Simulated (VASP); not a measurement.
# GeB18N17 (a cell with a defect) in VASP: relaxation of the atoms with PBE

Aim: the relaxation of the atoms of GeB18N17 (a cell with a defect) with PBE.

Program: VASP 6.6.1. These are calculated values, not measurements. Logs are shortened: lines on timing, memory, paths and dates and some standing lists are left out, and cuts for length are marked.

## 1. The cell of the first run

The cell holds a defect, 36 atoms: a = 7.505 Å, b = 7.505 Å, c = 7.369 Å, α = 90.00°, β = 90.00°, γ = 120.00°.

## 2. Relaxation of the atoms, PBE

File INCAR:

```
PREC = Accurate
ENCUT = 520
EDIFF = 1E-7
ISMEAR = -1
SIGMA = 0.01
LREAL = Auto
LASPH = True
NELM = 120
ALGO = Normal
ISIF = 2
LWAVE = False
LCHARG = False
GGA = PE
IBRION = 2
NSW = 60
EDIFFG = -0.03
NELECT = 154.0
GGA_COMPAT = False
NELMIN = 4
KPAR = 4
```

File KPOINTS:

```
Automatic mesh
0
Gamma
  3 3 3
```

File POSCAR:

```
GeB18N17
1.0
    7.5049186035      0.0000000000      0.0000000000
   -3.7524593018      6.4994501639      0.0000000000
    0.0000000000      0.0000000000      7.3693201700
B Ge N
18 1 17
Direct
    0.2222222222      0.1111111111      0.7500000000
    0.2222222222      0.4444444444      0.7500000000
    0.2222222222      0.7777777778      0.7500000000
    0.5555555556      0.1111111111      0.7500000000
    0.5555555556      0.4444444444      0.7500000000
    0.5555555556      0.7777777778      0.7500000000
    0.8888888889      0.1111111111      0.7500000000
    0.8888888889      0.4444444444      0.7500000000
    0.8888888889      0.7777777778      0.7500000000
    0.1111111111      0.2222222222      0.2500000000
    0.1111111111      0.5555555556      0.2500000000
    0.1111111111      0.8888888889      0.2500000000
    0.4444444444      0.2222222222      0.2500000000
    0.4444444444      0.5555555556      0.2500000000
    0.4444444444      0.8888888889      0.2500000000
    0.7777777778      0.2222222222      0.2500000000
    0.7777777778      0.5555555556      0.2500000000
    0.7777777778      0.8888888889      0.2500000000
    0.0000000000      0.0000000000      0.7500000000
    0.0000000000      0.3333333333      0.7500000000
    0.0000000000      0.6666666667      0.7500000000
    0.3333333333      0.0000000000      0.7500000000
    0.3333333333      0.3333333333      0.7500000000
    0.3333333333      0.6666666667      0.7500000000
    0.6666666667      0.0000000000      0.7500000000
    0.6666666667      0.3333333333      0.7500000000
    0.6666666667      0.6666666667      0.7500000000
    0.0000000000      0.0000000000      0.2500000000
    0.0000000000      0.3333333333      0.2500000000
    0.0000000000      0.6666666667      0.2500000000
    0.3333333333      0.0000000000      0.2500000000
    0.3333333333      0.3333333333      0.2500000000
    0.3333333333      0.6666666667      0.2500000000
    0.6666666667      0.0000000000      0.2500000000
    0.6666666667      0.3333333333      0.2500000000
    0.6666666667      0.6666666667      0.2500000000
```

Potentials or basis: VASP PAW PBE potentials, release 64 (B, Ge_d, N).

Command:

```
> cat potpaw_PBE.64/B/POTCAR potpaw_PBE.64/Ge_d/POTCAR potpaw_PBE.64/N/POTCAR > POTCAR
> mpirun -np 4 vasp_std > vasp.out
```

OUTCAR:

```text
PREC = Accurate
   ENCUT = 520
   EDIFF = 1E-7
   ISMEAR = -1
   LREAL = Auto
   LASPH = True
   NELM = 120
   ISIF = 2
   GGA = PE
   IBRION = 2
   NSW = 60
   EDIFFG = -0.03
   NELECT = 154.0
   NELMIN = 4

 ion  position               nearest neighbor table
   1  0.222  0.111  0.750-  23 1.44  19 1.44  22 1.44
   2  0.222  0.444  0.750-  20 1.44  23 1.44  24 1.44
   3  0.222  0.778  0.750-  22 1.44  21 1.44  24 1.44
   4  0.556  0.111  0.750-  26 1.44  25 1.44  22 1.44
   5  0.556  0.444  0.750-  26 1.44  27 1.44  23 1.44
   6  0.556  0.778  0.750-  25 1.44  27 1.44  24 1.44
[... 28 lines left out ...]
  35  0.667  0.333  0.250-  16 1.44  17 1.44  13 1.44
  36  0.667  0.667  0.250-  18 1.44  17 1.44  14 1.44

  LATTYP: Found a hexagonal cell.
 ALAT       =     7.5049186035
 C/A-ratio  =     0.9819320581

  Lattice vectors:

 A1 = (   7.5049186035,   0.0000000000,   0.0000000000)
 A2 = (  -3.7524593018,   6.4994501639,   0.0000000000)
 A3 = (   0.0000000000,   0.0000000000,   7.3693201700)

Analysis of symmetry for initial positions (statically):
=====================================================================
 Subroutine PRICEL returns:
 Original cell was already a primitive cell.

 Routine SETGRP: Setting up the symmetry group for a
 hexagonal supercell.

 Subroutine GETGRP returns: Found 12 space group operations
 (whereof  6 operations were pure point group operations)
 out of a pool of 24 trial point group operations.

The static configuration has the point symmetry C_3v.
 The point group associated with its full space group is D_3h.

Analysis of symmetry for dynamics (positions and initial velocities):
=====================================================================
 Subroutine PRICEL returns:
 Original cell was already a primitive cell.

 Routine SETGRP: Setting up the symmetry group for a
 hexagonal supercell.

 Subroutine GETGRP returns: Found 12 space group operations
 (whereof  6 operations were pure point group operations)
 out of a pool of 24 trial point group operations.

The dynamic configuration has the point symmetry C_3v.
 The point group associated with its full space group is D_3h.

 Subroutine INISYM returns: Found 12 space group operations
 (whereof  6 operations are pure point group operations),
 and found     1 'primitive' translations

----------------------------------------------------------------------------------------

                                     Primitive cell

  volume of cell :     359.4596

  direct lattice vectors                    reciprocal lattice vectors
     7.504918604  0.000000000  0.000000000     0.133245949  0.076929584  0.000000000
    -3.752459302  6.499450164  0.000000000     0.000000000  0.153859169  0.000000000
     0.000000000  0.000000000  7.369320170     0.000000000  0.000000000  0.135697727

  length of vectors
     7.504918604  7.504918603  7.369320170     0.153859169  0.153859169  0.135697727

  position of ions in fractional coordinates (direct lattice)
     0.222222222  0.111111111  0.750000000
     0.222222222  0.444444444  0.750000000
     0.222222222  0.777777778  0.750000000
     0.555555556  0.111111111  0.750000000
     0.555555556  0.444444444  0.750000000
     0.555555556  0.777777778  0.750000000
[... 28 lines left out ...]
     0.666666667  0.333333333  0.250000000
     0.666666667  0.666666667  0.250000000

  ion indices of the primitive-cell ions
   primitive index   ion index
                 1           1
                 2           2
                 3           3
                 4           4
                 5           5
                 6           6
[... 28 lines left out ...]
                35          35
                36          36

----------------------------------------------------------------------------------------

 KPOINTS: Automatic mesh

Automatic generation of k-mesh.
 Grid dimensions read from file:
 generate k-points for:    3    3    3

 Generating k-lattice:

  Cartesian coordinates                     Fractional coordinates (reciprocal lattice)
     0.044415316  0.025643195  0.000000000     0.333333333  0.000000000  0.000000000
     0.000000000  0.051286390  0.000000000     0.000000000  0.333333333  0.000000000
     0.000000000  0.000000000  0.045232576     0.000000000  0.000000000  0.333333333

  Length of vectors
     0.051286390  0.051286390  0.045232576

  Shift w.r.t. Gamma in fractional coordinates (k-lattice)
     0.000000000  0.000000000  0.000000000

 Subroutine IBZKPT returns following result:
 ===========================================

 Found      6 irreducible k-points:

 Following reciprocal coordinates:
            Coordinates               Weight
  0.000000  0.000000  0.000000      1.000000
  0.333333  0.000000  0.000000      6.000000
  0.333333  0.333333  0.000000      2.000000
  0.000000  0.000000  0.333333      2.000000
  0.333333  0.000000  0.333333     12.000000
  0.333333  0.333333  0.333333      4.000000
   k-points           NKPTS =      6   k-points in BZ     NKDIM =      6   number of bands    NBANDS=     96
   number of dos      NEDOS =    301   number of ions     NIONS =     36
   total plane-waves  NPLWV = 175616
   dimension x,y,z NGX =    56 NGY =   56 NGZ =   56
   dimension x,y,z NGXF=   112 NGYF=  112 NGZF=  112
   ions per type =              18   1  17
   NGX,Y,Z   is equivalent  to a cutoff of  12.40, 12.40, 12.63 a.u.
   NGXF,Y,Z  is equivalent  to a cutoff of  24.81, 24.81, 25.27 a.u.
 SYSTEM =  unknown system
   PREC   = accura    normal or accurate (medium, high low for compatibility)
   ISTART =      0    job   : 0-new  1-cont  2-samecut
   ICHARG =      2    charge: 1-file 2-atom 10-const
   ISPIN  =      1    spin polarized calculation?
   LNONCOLLINEAR =      F non collinear calculations
   LSORBIT =      F    spin-orbit coupling
   LASPH  =      T    aspherical Exc in radial PAW
   ENCUT  =  520.0 eV  38.22 Ry    6.18 a.u.  13.95 13.95 13.70*2*pi/ulx,y,z
   NELM   =    120;   NELMIN=  4; NELMDL= -5     # of ELM steps
   EDIFF  = 0.1E-06   stopping-criterion for ELM
   LREAL  =      T    real-space projection
   EDIFFG = -.3E-01   stopping-criterion for IOM
   NSW    =     60    number of steps for IOM
   IBRION =      2    ionic relax: 0-MD 1-quasi-New 2-CG
   NFREE  =      1    steps in history (QN), initial steepest desc. (CG)
   ISIF   =      2    stress and relaxation
   ISYM   =      2    0-nonsym 1-usesym 2-fastsym
   POTIM  = 0.5000    time-step for ionic-motion
   TEBEG  =    0.0;   TEEND  =   0.0 temperature during run
   PSTRESS=    0.0 pullay stress
   NELECT =     154.0000    total number of electrons
   NUPDOWN=      -1.0000    fix difference up-down
   EMIN   =  10.00;   EMAX   =-10.00  energy-range for DOS
   EFERMI =   0.00;   METHOD = LEGACY
   ISMEAR =    -1;   SIGMA  =   0.01  broadening in eV -4-tet -1-fermi 0-gaus
   EFERMI_NEDOS =   21; number of points for ismear=-14 and -15
   IALGO  =     38    algorithm
   IMIX   =      4    mixing-type and parameters
     AMIX     =   0.40;   BMIX     =  1.00
     AMIX_MAG =   1.60;   BMIX_MAG =  1.00
  volume/ion in A,a.u.               =       9.98        67.38
  Fermi-wavevector in a.u.,A,eV,Ry     =   1.234142  2.332190 20.723115  1.523106
  Thomas-Fermi vector in A             =   2.368844
   LORBIT       =      0    0 simple, 1 ext, 2 COOP (PROOUT), +10 PAW based schemes
   GGA     = PE    functional components
   LHFCALC =     F    Hartree Fock is set to
   AEXX    =    0.0000 exact exchange contribution
   IVDW    =     0    specifies the selected vdW correction
   LEPSILON=     F    determine dielectric tensor
   LRPA    =     F    only Hartree local field effects (RPA)
 conjugate gradient relaxation of ions
 non-spin polarized calculation
  energy-cutoff  :      520.00
  volume of cell :      359.46
 maximum number of plane-waves:      9684
 NGX is ok and might be reduce to    56
   NGX = 27   NGY = 27   NGZ = 27

--------------------------------------- Ionic step        1  -------------------------------------------

 number of electron     153.9999983 magnetization

 Free energy of the ion-electron system (eV)
  ---------------------------------------------------
  ext. energy  EPLUGINS =         0.00000000
  ---------------------------------------------------
  free energy    TOTEN  =      -286.36016700 eV

  energy without entropy =     -286.36016700  energy(sigma->0) =     -286.36016700

------------------------ aborting loop because EDIFF is reached ----------------------------------------

  FORCE on cell =-STRESS in cart. coord.  units (eV):
  Direction    XX          YY          ZZ          XY          YZ          ZX
  --------------------------------------------------------------------------------------
  -------------------------------------------------------------------------------------
  Total       86.8836592     86.8836592     10.5162700     -0.0000000     -0.0000000      0.0000000
  in kB      387.2564465    387.2564465     46.8729493     -0.0000000     -0.0000000      0.0000000
  external PRESSURE =     273.7952808 kB  Pullay stress =       0.0000000 kB
[... 191 lines left out ...]
  FREE ENERGIE OF THE ION-ELECTRON SYSTEM (eV)
  ---------------------------------------------------
  free  energy   TOTEN  =      -278.6827811454 eV

  energy  without entropy=     -278.6764438178  energy(sigma->0) =     -278.67961248

[... ionic steps 4 to 12 ...]

--------------------------------------- Ionic step       13  -------------------------------------------

 number of electron     153.9999975 magnetization

------------------------ aborting loop because EDIFF is reached ----------------------------------------
[... 135 lines left out ...]
--------------------------------------- Ionic step       15  -------------------------------------------

 number of electron     153.9999976 magnetization

 Free energy of the ion-electron system (eV)
  ---------------------------------------------------
  ext. energy  EPLUGINS =         0.00000000
  ---------------------------------------------------
  free energy    TOTEN  =      -295.85780997 eV

  energy without entropy =     -295.85780997  energy(sigma->0) =     -295.85780997

 E-fermi :   4.8283     XC(G=0):  -9.5994

 val. band max:        4.5294619403   @ k =   0.0000   0.0000   0.0000
 cond. band min:       5.7181819237   @ k =   0.3333   0.3333   0.0000
 fundamental gap:      1.1887199835
 Fermi energy:         4.8282584438

 k-point     1 :       0.0000    0.0000    0.0000
  band No.  band energies     occupation
      1     -17.7269      2.00000
      2     -17.7269      2.00000
      3     -17.7106      2.00000
      4     -17.5809      2.00000
      5     -17.5809      2.00000
      6     -16.4956      2.00000
[... 541 lines left out ...]
     88       8.2188      0.00000
     89       8.4315      0.00000
 [bands above 89 left out]

------------------------ aborting loop because EDIFF is reached ----------------------------------------

  FORCE on cell =-STRESS in cart. coord.  units (eV):
  Direction    XX          YY          ZZ          XY          YZ          ZX
  --------------------------------------------------------------------------------------
  -------------------------------------------------------------------------------------
  Total       66.6432131     66.6432131     10.5504180     -0.0000000      0.0000000      0.0000000
  in kB      297.0410560    297.0410560     47.0251531     -0.0000000      0.0000000      0.0000000
  external PRESSURE =     213.7024217 kB  Pullay stress =       0.0000000 kB
[... 51 lines left out ...]
  FREE ENERGIE OF THE ION-ELECTRON SYSTEM (eV)
  ---------------------------------------------------
  free  energy   TOTEN  =      -295.8578099680 eV

  energy  without entropy=     -295.8578099680  energy(sigma->0) =     -295.85780997

 reached required accuracy - stopping structural energy minimisation
```

Wall time 85 min (4 MPI ranks of AMD EPYC 7R13 (Zen 3), shared host); peak memory 0.54 GiB.

Results:

| Quantity | Value |
| --- | --- |
| Free energy | -295.8578 eV |
| Energy gained by relaxing | 263.8 meV/atom |
| Ionic steps | 15 |
| Largest force after relaxing | 0.019 eV/Å |

Forces in eV/Å, atoms in the order of the input:
```
B   -0.002 -0.001  0.000
B    0.000 -0.016  0.000
B   -0.014  0.008  0.000
B    0.000  0.019  0.000
B    0.016 -0.009  0.000
B    0.014  0.008  0.000
B    0.002 -0.001  0.000
B   -0.016 -0.009  0.000
B    0.000  0.002  0.000
B    0.000 -0.005  0.000
B   -0.007 -0.004  0.000
B   -0.005  0.003  0.000
B   -0.008 -0.005  0.000
B    0.007 -0.004  0.000
B    0.000  0.008  0.000
B    0.008 -0.005  0.000
B    0.000  0.009  0.000
B    0.005  0.003  0.000
Ge   0.000  0.000  0.000
N   -0.007 -0.003  0.000
N   -0.006 -0.004  0.000
N    0.001  0.007  0.000
N    0.007 -0.003  0.000
N    0.000  0.000  0.000
N   -0.001  0.007  0.000
N    0.000  0.000  0.000
N    0.006 -0.004  0.000
N    0.000  0.000  0.000
N    0.003 -0.002  0.000
N    0.000  0.003  0.000
N   -0.003 -0.001  0.000
N   -0.003 -0.002  0.000
N    0.000  0.000  0.000
N    0.003 -0.001  0.000
N    0.000  0.000  0.000
N    0.000  0.003  0.000
```

Step by step:
| step | energy change (eV) | largest force (eV/Å) | pressure (GPa) |
| --- | --- | --- | --- |
| 1 | 0.0000 | 25.4136 | 27.38 |
| 2 | 12.0198 | 6.3145 | 22.07 |
| 3 | 7.6774 | 5.8183 | 23.93 |
| 4 | 4.3193 | 7.0884 | 23.58 |
| 5 | -6.7368 | 8.4892 | 22.19 |
| 6 | -8.2030 | 4.2075 | 22.33 |
| 7 | -8.5010 | 5.1129 | 21.86 |
| 8 | -8.5217 | 4.9405 | 21.91 |
| 9 | -4.4120 | 12.0596 | 25.05 |
| 10 | -9.4488 | 0.9148 | 21.49 |
| 11 | -9.4487 | 0.8914 | 21.49 |
| 12 | -9.4596 | 0.9195 | 21.26 |
| 13 | -9.4968 | 0.1385 | 21.34 |
| 14 | -9.4940 | 0.2789 | 21.43 |
| 15 | -9.4976 | 0.0188 | 21.37 |

Final structure:
```
B Ge N
1.0
     7.50492    0.00000    0.00000
    -3.75246    6.49945    0.00000
     0.00000    0.00000    7.36932
B Ge N
18 1 17
Direct
  0.26441 0.13220 0.75000
  0.22312 0.44624 0.75000
  0.22312 0.77688 0.75000
  0.55560 0.11121 0.75000
  0.55560 0.44440 0.75000
  0.55376 0.77688 0.75000
  0.86780 0.13220 0.75000
  0.88879 0.44440 0.75000
  0.86780 0.73559 0.75000
  0.11070 0.22140 0.25000
  0.11097 0.55548 0.25000
  0.11070 0.88930 0.25000
  0.44414 0.22207 0.25000
  0.44452 0.55548 0.25000
  0.44452 0.88903 0.25000
  0.77793 0.22207 0.25000
  0.77793 0.55586 0.25000
  0.77860 0.88930 0.25000
  0.00000 0.00000 0.75000
  0.00166 0.34552 0.75000
  0.00166 0.65614 0.75000
  0.34386 0.99834 0.75000
  0.34386 0.34552 0.75000
  0.33333 0.66667 0.75000
  0.65448 0.99834 0.75000
  0.66667 0.33333 0.75000
  0.65448 0.65614 0.75000
  0.00000 0.00000 0.25000
  0.00001 0.33336 0.25000
  0.00001 0.66665 0.25000
  0.33335 0.99999 0.25000
  0.33335 0.33336 0.25000
  0.33333 0.66667 0.25000
  0.66664 0.99999 0.25000
  0.66667 0.33333 0.25000
  0.66664 0.66665 0.25000
```

Caveat: the cell carries a net charge on a neutralising background, which shifts energy and pressure; the cell is charged against a uniform background, so pressure and absolute levels hang on convention.
